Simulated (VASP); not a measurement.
Here is a VASP 6.6.1 calculation.

File INCAR:

```
PREC = Accurate
ENCUT = 520
EDIFF = 1E-8
ISMEAR = -1
SIGMA = 0.02
LREAL = Auto
LASPH = T
NELM = 100
ALGO = Normal
ISIF = 2
LWAVE = F
LCHARG = F
GGA = PE
LEFG = T
NBANDS = 125
```

KPOINTS

```
Automatic mesh
0
Gamma
  4 4 2
```

File POSCAR:

```
K3LaTe2O9
1.0
    6.0589000000      0.0000000000      0.0000000000
   -3.0294500000      5.2471613190      0.0000000000
    0.0000000000      0.0000000000     15.0240000000
K La Te O
6 2 4 18
Direct
    0.0000000000      0.0000000000      0.7500000000
    0.0000000000      0.0000000000      0.2500000000
    0.3333333333      0.6666666667      0.6165600000
    0.6666666667      0.3333333333      0.1165600000
    0.3333333333      0.6666666667      0.8834400000
    0.6666666667      0.3333333333      0.3834400000
    0.0000000000      0.0000000000      0.5000000000
    0.0000000000      0.0000000000      0.0000000000
    0.6666666667      0.3333333333      0.6559300000
    0.3333333333      0.6666666667      0.1559300000
    0.6666666667      0.3333333333      0.8440700000
    0.3333333333      0.6666666667      0.3440700000
    0.9408000000      0.4704000000      0.7500000000
    0.4704000000      0.9408000000      0.2500000000
    0.5296000000      0.4704000000      0.7500000000
    0.0592000000      0.5296000000      0.2500000000
    0.5296000000      0.0592000000      0.7500000000
    0.4704000000      0.5296000000      0.2500000000
    0.3588000000      0.1794000000      0.5945000000
    0.1794000000      0.3588000000      0.0945000000
    0.8206000000      0.1794000000      0.5945000000
    0.6412000000      0.8206000000      0.0945000000
    0.8206000000      0.6412000000      0.5945000000
    0.1794000000      0.8206000000      0.0945000000
    0.8206000000      0.6412000000      0.9055000000
    0.6412000000      0.8206000000      0.4055000000
    0.8206000000      0.1794000000      0.9055000000
    0.1794000000      0.3588000000      0.4055000000
    0.3588000000      0.1794000000      0.9055000000
    0.1794000000      0.8206000000      0.4055000000
```

Potentials or basis: VASP PAW PBE potentials, release 64 (K_sv, La, Te, O).

Run with:

```sh
$ cat potpaw_PBE.64/K_sv/POTCAR potpaw_PBE.64/La/POTCAR potpaw_PBE.64/Te/POTCAR potpaw_PBE.64/O/POTCAR > POTCAR
$ mpirun -np 1 vasp_std > vasp.out
```

Task: Predict the largest force.

Result: 0.904 eV/Å.

Task: Estimate the band gap on the k mesh.

Result: 3.06 eV, direct.

Task: Predict the pressure.

Result: 5.6 GPa.

Forces in eV/Å, atoms in the order of the input:
```
K    0.000  0.000  0.000
K    0.000  0.000  0.000
K    0.000  0.000 -0.034
K    0.000  0.000 -0.034
K    0.000  0.000  0.034
K    0.000  0.000  0.034
La   0.000  0.000  0.000
La   0.000  0.000  0.000
Te   0.000  0.000  0.243
Te   0.000  0.000  0.243
Te   0.000  0.000 -0.243
Te   0.000  0.000 -0.243
O    0.783  0.452  0.000
O    0.000  0.904  0.000
O   -0.783  0.452  0.000
O   -0.783 -0.452  0.000
O    0.000 -0.904  0.000
O    0.783 -0.452  0.000
O   -0.609 -0.352 -0.443
O    0.000 -0.703 -0.443
O    0.609 -0.352 -0.443
O    0.609  0.352 -0.443
O    0.000  0.703 -0.443
O   -0.609  0.352 -0.443
O    0.000  0.703  0.443
O    0.609  0.352  0.443
O    0.609 -0.352  0.443
O    0.000 -0.703  0.443
O   -0.609 -0.352  0.443
O   -0.609  0.352  0.443
```

Caveat: without QUAD_EFG the Cq values of the log hold for a quadrupole moment of 1 mb, not for the nuclei; spin-orbit coupling is left out, which moves the levels of the heavy elements. A k mesh can miss the band edges.
